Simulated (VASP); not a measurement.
# La2O in VASP: further runs

La2O is run at these levels: PBE; tasks: relaxation of cell and atoms, single point.

Program: VASP 6.6.1. These are calculated values, not measurements. Logs are shortened: lines on timing, memory, paths and dates and some standing lists are left out, and cuts for length are marked.

## (1) The cell of the first run

Symmetry: P-3m1, No. 164, trigonal system. Conventional cell: a = 3.800 Å, b = 3.800 Å, c = 17.000 Å, α = 90.00°, β = 90.00°, γ = 120.00°. Within 3.0 Å of La (site symmetry 3m) lie 6 O at 2.30 to 2.66 Å. La (site symmetry 3m) has 1 O at 2.41 Å within 3.2 Å. Within 4.5 Å of La (site symmetry 3m) lie 12 La at 3.40 to 3.80 Å. Within 3.1 Å of O (site symmetry 3m) lie 4 La at 2.30 to 2.41 Å and 3 O at 3.09 Å. Within 3.5 Å of O (site symmetry -3m) lie 6 La at 2.66 Å and 6 O at 3.09 Å.

## (2) Relaxation of cell and atoms, PBE

Contents of INCAR:

```
PREC     = Accurate       # precision mode
ENCUT    = 600            # plane-wave cutoff, eV
EDIFF    = 1E-6           # SCF threshold, eV
ISMEAR   = 0              # smearing method
SIGMA    = 0.2            # smearing width, eV
LREAL    = False          # projectors in reciprocal space
LASPH    = True           # aspherical terms in the spheres
NELM     = 100            # most SCF steps
ALGO     = Normal         # electronic algorithm
ISIF     = 3              # what is computed and relaxed
LWAVE    = False          # write WAVECAR
LCHARG   = False          # write CHGCAR
GGA      = PE             # functional
IBRION   = 2              # ionic algorithm
NSW      = 36             # ionic steps
EDIFFG   = -0.08          # ionic threshold
```

Contents of KPOINTS:

```
regular mesh
0
Gamma
  5 5 1
```

Contents of POSCAR:

```
La2O
1.0
    3.8000000000      0.0000000000      0.0000000000
   -1.9000000000      3.2908965300      0.0000000000
    0.0000000000      0.0000000000     17.0000000000
La O
6 3
Direct
    0.3333333300      0.6666666700      0.0880000000
    0.6666666700      0.3333333300      0.2700000000
    0.6666666700      0.3333333300      0.9120000000
    0.3333333300      0.6666666700      0.7300000000
    0.3333333300      0.6666666700      0.4230000000
    0.6666666700      0.3333333300      0.5770000000
    0.6666666700      0.3333333300      0.1280000000
    0.3333333300      0.6666666700      0.8720000000
    0.0000000000      0.0000000000      0.0000000000
```

Potentials or basis: VASP PAW PBE potentials, release 64 (La, O).

Command:

```
cat potpaw_PBE.64/La/POTCAR potpaw_PBE.64/O/POTCAR > POTCAR
mpirun -np 1 vasp_std > vasp.out
```

OUTCAR:

```text
PREC = Accurate
   ENCUT = 600
   EDIFF = 1E-6
   ISMEAR = 0
   LREAL = False
   LASPH = True
   NELM = 100
   ISIF = 3
   GGA = PE
   IBRION = 2
   NSW = 36
   EDIFFG = -0.08

 ion  position               nearest neighbor table
   1  0.333  0.667  0.088-   7 2.30   7 2.30   7 2.30   9 2.66   9 2.66   9 2.66
   2  0.667  0.333  0.270-   7 2.41   5 3.40   5 3.40   5 3.40
   3  0.667  0.333  0.912-   8 2.30   8 2.30   8 2.30   9 2.66   9 2.66   9 2.66
   4  0.333  0.667  0.730-   8 2.41   6 3.40   6 3.40   6 3.40
   5  0.333  0.667  0.423-   2 3.40   2 3.40   2 3.40   6 3.42   6 3.42   6 3.42
   6  0.667  0.333  0.577-   4 3.40   4 3.40   4 3.40   5 3.42   5 3.42   5 3.42
   7  0.667  0.333  0.128-   1 2.30   1 2.30   1 2.30   2 2.41
   8  0.333  0.667  0.872-   3 2.30   3 2.30   3 2.30   4 2.41
   9  0.000  0.000  0.000-   1 2.66   3 2.66   1 2.66   3 2.66   3 2.66   1 2.66

  LATTYP: Found a hexagonal cell.
 ALAT       =     3.8000000000
 C/A-ratio  =     4.4736842105

  Lattice vectors:

 A1 = (   3.8000000000,   0.0000000000,   0.0000000000)
 A2 = (  -1.9000000000,   3.2908965300,   0.0000000000)
 A3 = (   0.0000000000,   0.0000000000,  17.0000000000)

Analysis of symmetry for initial positions (statically):
=====================================================================
 Subroutine PRICEL returns:
 Original cell was already a primitive cell.

 Routine SETGRP: Setting up the symmetry group for a
 hexagonal supercell.

 Subroutine GETGRP returns: Found 12 space group operations
 (whereof 12 operations were pure point group operations)
 out of a pool of 24 trial point group operations.

The static configuration has the point symmetry D_3d.

Analysis of symmetry for dynamics (positions and initial velocities):
=====================================================================
 Subroutine PRICEL returns:
 Original cell was already a primitive cell.

 Routine SETGRP: Setting up the symmetry group for a
 hexagonal supercell.

 Subroutine GETGRP returns: Found 12 space group operations
 (whereof 12 operations were pure point group operations)
 out of a pool of 24 trial point group operations.

The dynamic configuration has the point symmetry D_3d.

 Subroutine INISYM returns: Found 12 space group operations
 (whereof 12 operations are pure point group operations),
 and found     1 'primitive' translations

----------------------------------------------------------------------------------------

                                     Primitive cell

  volume of cell :     212.5919

  direct lattice vectors                    reciprocal lattice vectors
     3.800000000  0.000000000  0.000000000     0.263157895  0.151934282  0.000000000
    -1.900000000  3.290896530  0.000000000     0.000000000  0.303868563  0.000000000
     0.000000000  0.000000000 17.000000000     0.000000000  0.000000000  0.058823529

  length of vectors
     3.800000000  3.799999996 17.000000000     0.303868563  0.303868563  0.058823529

  position of ions in fractional coordinates (direct lattice)
     0.333333330  0.666666670  0.088000000
     0.666666670  0.333333330  0.270000000
     0.666666670  0.333333330  0.912000000
     0.333333330  0.666666670  0.730000000
     0.333333330  0.666666670  0.423000000
     0.666666670  0.333333330  0.577000000
     0.666666670  0.333333330  0.128000000
     0.333333330  0.666666670  0.872000000
     0.000000000  0.000000000  0.000000000

  ion indices of the primitive-cell ions
   primitive index   ion index
                 1           1
                 2           2
                 3           3
                 4           4
                 5           5
                 6           6
                 7           7
                 8           8
                 9           9

----------------------------------------------------------------------------------------

 KPOINTS: regular mesh

Automatic generation of k-mesh.
 Grid dimensions read from file:
 generate k-points for:    5    5    1

 Generating k-lattice:

  Cartesian coordinates                     Fractional coordinates (reciprocal lattice)
     0.052631579  0.030386856  0.000000000     0.200000000  0.000000000  0.000000000
     0.000000000  0.060773713  0.000000000     0.000000000  0.200000000  0.000000000
     0.000000000  0.000000000  0.058823529     0.000000000  0.000000000  1.000000000

  Length of vectors
     0.060773713  0.060773713  0.058823529

  Shift w.r.t. Gamma in fractional coordinates (k-lattice)
     0.000000000  0.000000000  0.000000000

 Subroutine IBZKPT returns following result:
 ===========================================

 Found      5 irreducible k-points:

 Following reciprocal coordinates:
            Coordinates               Weight
  0.000000  0.000000  0.000000      1.000000
  0.200000 -0.000000  0.000000      6.000000
  0.400000  0.000000  0.000000      6.000000
  0.200000  0.200000  0.000000      6.000000
  0.400000  0.200000  0.000000      6.000000
   k-points           NKPTS =      5   k-points in BZ     NKDIM =      5   number of bands    NBANDS=     50
   number of dos      NEDOS =    301   number of ions     NIONS =      9
   total plane-waves  NPLWV = 126000
   dimension x,y,z NGX =    30 NGY =   30 NGZ =  140
   dimension x,y,z NGXF=    60 NGYF=   60 NGZF=  280
   ions per type =               6   3
   NGX,Y,Z   is equivalent  to a cutoff of  13.12, 13.12, 13.69 a.u.
   NGXF,Y,Z  is equivalent  to a cutoff of  26.25, 26.25, 27.38 a.u.
 SYSTEM =  unknown system
   PREC   = accura    normal or accurate (medium, high low for compatibility)
   ISTART =      0    job   : 0-new  1-cont  2-samecut
   ICHARG =      2    charge: 1-file 2-atom 10-const
   ISPIN  =      1    spin polarized calculation?
   LNONCOLLINEAR =      F non collinear calculations
   LSORBIT =      F    spin-orbit coupling
   LASPH  =      T    aspherical Exc in radial PAW
   ENCUT  =  600.0 eV  44.10 Ry    6.64 a.u.   7.59  7.59 33.95*2*pi/ulx,y,z
   NELM   =    100;   NELMIN=  2; NELMDL= -5     # of ELM steps
   EDIFF  = 0.1E-05   stopping-criterion for ELM
   LREAL  =      F    real-space projection
   EDIFFG = -.8E-01   stopping-criterion for IOM
   NSW    =     36    number of steps for IOM
   IBRION =      2    ionic relax: 0-MD 1-quasi-New 2-CG
   NFREE  =      1    steps in history (QN), initial steepest desc. (CG)
   ISIF   =      3    stress and relaxation
   ISYM   =      2    0-nonsym 1-usesym 2-fastsym
   POTIM  = 0.5000    time-step for ionic-motion
   TEBEG  =    0.0;   TEEND  =   0.0 temperature during run
   PSTRESS=    0.0 pullay stress
   NELECT =      84.0000    total number of electrons
   NUPDOWN=      -1.0000    fix difference up-down
   EMIN   =  10.00;   EMAX   =-10.00  energy-range for DOS
   EFERMI =   0.00;   METHOD = LEGACY
   ISMEAR =     0;   SIGMA  =   0.20  broadening in eV -4-tet -1-fermi 0-gaus
   EFERMI_NEDOS =   21; number of points for ismear=-14 and -15
   IALGO  =     38    algorithm
   IMIX   =      4    mixing-type and parameters
     AMIX     =   0.40;   BMIX     =  1.00
     AMIX_MAG =   1.60;   BMIX_MAG =  1.00
  volume/ion in A,a.u.               =      23.62       159.40
  Fermi-wavevector in a.u.,A,eV,Ry     =   1.201302  2.270132 19.634941  1.443127
  Thomas-Fermi vector in A             =   2.337115
   LORBIT       =      0    0 simple, 1 ext, 2 COOP (PROOUT), +10 PAW based schemes
   GGA     = PE    functional components
   LHFCALC =     F    Hartree Fock is set to
   AEXX    =    0.0000 exact exchange contribution
   IVDW    =     0    specifies the selected vdW correction
   LEPSILON=     F    determine dielectric tensor
   LRPA    =     F    only Hartree local field effects (RPA)
 conjugate gradient relaxation of ions
 non-spin polarized calculation
 Gauss-broadening in eV      SIGMA  =   0.20
  energy-cutoff  :      600.00
  volume of cell :      212.59
 maximum number of plane-waves:      7141
 NGX is ok and might be reduce to    30
   NGX = 15   NGY = 15   NGZ = 67

--------------------------------------- Ionic step        1  -------------------------------------------

 number of electron      84.0000004 magnetization

 Free energy of the ion-electron system (eV)
  ---------------------------------------------------
  ext. energy  EPLUGINS =         0.00000000
  ---------------------------------------------------
  free energy    TOTEN  =       -59.88585091 eV

  energy without entropy =      -59.69847869  energy(sigma->0) =      -59.79216480

 E-fermi :   9.2180     XC(G=0): -10.2381

 val. band max:        9.1300823760   @ k =   0.2000  -0.0000   0.0000
 cond. band min:       9.2199802058   @ k =   0.4000   0.0000   0.0000
 fundamental gap:      0.0898978298
 Fermi energy:         9.2179643323

 k-point     1 :       0.0000    0.0000    0.0000
  band No.  band energies     occupation
      1     -23.7231      2.00000
      2     -23.5976      2.00000
      3     -23.5639      2.00000
      4     -23.4330      2.00000
      5     -23.2681      2.00000
      6     -23.1197      2.00000
[... 376 lines left out ...]
  FREE ENERGIE OF THE ION-ELECTRON SYSTEM (eV)
  ---------------------------------------------------
  free  energy   TOTEN  =       -60.3938094868 eV

  energy  without entropy=      -60.1885721871  energy(sigma->0) =      -60.29119084

[... ionic steps 4 to 10 ...]

--------------------------------------- Ionic step       11  -------------------------------------------

 number of electron      83.9999986 magnetization

------------------------ aborting loop because EDIFF is reached ----------------------------------------

  FORCE on cell =-STRESS in cart. coord.  units (eV):
  Direction    XX          YY          ZZ          XY          YZ          ZX
  --------------------------------------------------------------------------------------
  -------------------------------------------------------------------------------------
  Total       -0.2540132     -0.2540132     -0.0440027     -0.0000000      0.0000000      0.0000000
  in kB       -1.6916183     -1.6916183     -0.2930388     -0.0000000      0.0000000      0.0000000
  external PRESSURE =      -1.2254251 kB  Pullay stress =       0.0000000 kB
[... 71 lines left out ...]
  energy  without entropy=      -60.5560803697  energy(sigma->0) =      -60.63878622

--------------------------------------- Ionic step       13  -------------------------------------------

 number of electron      84.0000004 magnetization

 Free energy of the ion-electron system (eV)
  ---------------------------------------------------
  ext. energy  EPLUGINS =         0.00000000
  ---------------------------------------------------
  free energy    TOTEN  =       -60.72555010 eV

  energy without entropy =      -60.55911537  energy(sigma->0) =      -60.64233273

 E-fermi :   8.0517     XC(G=0):  -9.7183

 val. band max:        7.9732811973   @ k =   0.2000   0.2000   0.0000
 cond. band min:       8.0951862411   @ k =   0.4000   0.0000   0.0000
 fundamental gap:      0.1219050438
 Fermi energy:         8.0517206292

 k-point     1 :       0.0000    0.0000    0.0000
  band No.  band energies     occupation
      1     -25.1743      2.00000
      2     -25.0495      2.00000
      3     -24.8180      2.00000
      4     -24.7779      2.00000
      5     -24.7535      2.00000
      6     -24.5914      2.00000
[... 290 lines left out ...]
  FREE ENERGIE OF THE ION-ELECTRON SYSTEM (eV)
  ---------------------------------------------------
  free  energy   TOTEN  =       -60.7255500962 eV

  energy  without entropy=      -60.5591153719  energy(sigma->0) =      -60.64233273

 reached required accuracy - stopping structural energy minimisation
```

Run time: 13 min. Hardware: 1 thread of Intel Xeon 6975P-C (Granite Rapids), shared host; peak memory 0.4 GiB.

What came out:

- Free energy: -60.7256 eV
- Relaxed volume: 26.59 Å³/atom
- Relaxed cell: a = 3.853 Å, b = 3.853 Å, c = 18.612 Å, α = 90.00°, β = 90.00°, γ = 120.00°
- Space group after relaxing (to 0.1 Å): P-3m1 (No. 164)
- Energy gained by relaxing: 93.3 meV/atom
- Ionic steps: 13
- Pressure after relaxing: 0.3 GPa
- Largest force after relaxing: 0.075 eV/Å
- Band gap on the k mesh: zero (bands 42 and 43 overlap by 0.76 eV)

Forces in eV/Å, atoms in the order of the input:
```
La   0.000  0.000  0.059
La   0.000  0.000 -0.075
La   0.000  0.000 -0.059
La   0.000  0.000  0.075
La   0.000  0.000 -0.031
La   0.000  0.000  0.031
O    0.000  0.000 -0.040
O    0.000  0.000  0.040
O    0.000  0.000  0.000
```

Stress tensor (GPa, compression positive):
```
0.36 0.00 0.00
0.00 0.36 0.00
0.00 0.00 0.20
```

Step by step:
```tsv
step	energy change (eV)	largest force (eV/Å)	pressure (GPa)	volume (Å³)
1	0.0000	0.5515	7.24	212.59
2	-0.4112	0.8441	-2.81	247.15
3	-0.5080	0.6657	-0.24	235.74
4	-0.5989	0.6228	-0.25	236.82
5	-0.7378	0.4675	-0.39	239.39
6	-0.7480	0.4001	-0.43	240.23
7	-0.7983	0.2864	0.56	237.07
8	-0.8014	0.3023	0.90	236.13
9	-0.8252	0.1742	-0.14	240.84
10	-0.8256	0.1586	-0.04	240.31
11	-0.8330	0.1031	-0.12	240.58
12	-0.8356	0.1455	-0.20	240.85
13	-0.8397	0.0753	0.31	239.31
```

Final structure:
```
CELL_PARAMETERS angstrom
3.85318 0.00000 0.00000
-1.92659 3.33695 0.00000
0.00000 0.00000 18.61201
ATOMIC_POSITIONS crystal
La 0.33333 0.66667 0.08015
La 0.66667 0.33333 0.25541
La 0.66667 0.33333 0.91985
La 0.33333 0.66667 0.74459
La 0.33333 0.66667 0.42706
La 0.66667 0.33333 0.57294
O 0.66667 0.33333 0.13116
O 0.33333 0.66667 0.86884
O 0.00000 0.00000 0.00000
```

Caveat: the k points lie up to 0.38 Å⁻¹ apart in the final cell, too coarse for converged energies and pressures of a metal; spin-orbit coupling is left out, which moves the levels of the heavy elements; the relaxation stopped at a loose force limit of 0.08 eV/Å, so its end isn't a converged minimum.

(Continued in part 2 of 2.)

The gap in the log of VASP goes by the Fermi energy; the results here count the filled bands.